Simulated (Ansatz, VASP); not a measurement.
# One calculation of RbRu2, two programs

```
CELL_PARAMETERS angstrom
3.79719 0.00000 0.00000
-1.89860 3.28847 0.00000
0.00000 0.00000 6.51538
ATOMIC_POSITIONS crystal
Rb 0.00000 0.00000 0.00000
Ru 0.33333 0.66667 0.43412
Ru 0.66667 0.33333 0.56588
```

Alike in both runs: functional PBE; k mesh 6 × 6 × 2; occupations gaussian, width 0.1 eV; no spin polarisation.

Ansatz relaxed the structure, and its values are those at the end. VASP's run is a single point on that final structure, the one shown.

```csv
,VASP,Ansatz
version,VASP 6.6.1,Ansatz 0.2.0
potentials or method,"VASP PAW PBE potentials, release 64 (Rb_sv, Ru_pv), cutoff 520 eV","scalar-relativistic, plane waves, PAW"
valence electrons in the cell,37,41
```

|  | VASP | Ansatz | Ansatz less VASP |
| --- | --- | --- | --- |
| gap on the k mesh at the Fermi level (eV) | none | none | - |
| pressure (GPa) | 0.2 | 0.0 | -0.14 |
| rms of the force components (eV/Å) | 0.009 | 0.011 | +0.0021 |

A gap of «none» marks a metal or a gap that the smearing closes. VASP's potentials hold 37 valence electrons a cell and Ansatz's 41, so a difference there can come from the potentials and not from the codes.

The k mesh is coarse, so the values compare programs but aren't converged.
